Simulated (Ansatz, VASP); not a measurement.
# One calculation of Al2Cu, two programs

```xyz
3
Lattice="4.1212 0.0000 0.0000 0.0000 4.1212 0.0000 0.0000 0.0000 2.8847" Properties=species:S:1:pos:R:3 pbc="T T T"
Al    2.0606    0.0161    1.4424
Al    0.0000    1.9896    1.4424
Cu    0.0000    0.0233    0.0000
```

Change from the starting cell: mode 9 frozen in at -0.071 Å, equal normal strain along x and y +0.0000.

Alike in both runs: task single point; functional PBE; k mesh 10 × 10 × 14; occupations gaussian, width 0.15 eV; no spin polarisation.

```csv
,VASP,Ansatz
version,VASP 6.6.1,Ansatz 0.2.0
potentials or method,"VASP PAW PBE potentials, release 64 (Al, Cu), cutoff 520 eV","scalar-relativistic, plane waves, PAW"
valence electrons in the cell,17,25
```

```csv
,VASP,Ansatz,Ansatz less VASP
gap on the k mesh at the Fermi level (eV),none,none,-
pressure (GPa),0.5,0.4,-0.09
"traceless stress, the component that is largest in VASP (GPa)",-0.22,-0.21,+0.006
rms of the force components (eV/Å),0.351,0.350,-0.0010
```

Atom by atom the forces differ by 0.001 eV/Å (rms over components). A gap of «none» marks a metal or a gap that the smearing closes. With one functional, cell and mesh, what is left measures potentials, basis and numerics. VASP's potentials hold 17 valence electrons a cell and Ansatz's 25, so a difference there can come from the potentials and not from the codes.
